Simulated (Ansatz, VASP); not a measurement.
**CdTe: VASP beside Ansatz**

```xyz
2
Lattice="0.0000 3.2439 3.2439 3.2439 0.0000 3.2439 3.2439 3.2439 0.0000" Properties=species:S:1:pos:R:3 pbc="T T T"
Cd    0.0000    0.0000    0.0000
Te    1.6220    1.6220    1.6220
```

Alike in both runs: task single point; functional revPBE; k mesh 6 × 6 × 6; occupations gaussian, width 0.05 eV; no spin polarisation.

```csv
,VASP,Ansatz
version,VASP 6.6.1,Ansatz 0.2.0
potentials or method,"VASP PAW PBE potentials, release 64 (Cd, Te), cutoff 520 eV","scalar-relativistic, plane waves, PAW"
valence electrons in the cell,18,36
```

|  | VASP | Ansatz | Ansatz less VASP |
| --- | --- | --- | --- |
| gap on the k mesh at the Fermi level (eV) | 0.87 | 0.87 | +0.003 |
| least direct gap on the mesh (eV) | 0.87 | 0.87 | +0.003 |
| pressure (GPa) | 3.8 | 3.7 | -0.13 |

VASP's potentials were made for PBE, not for revPBE. The functional is the same, so the differences come from potentials, cutoffs and numerics. VASP's potentials hold 18 valence electrons a cell and Ansatz's 36, so a difference there can come from the potentials and not from the codes.

Neither program's run includes spin-orbit coupling.
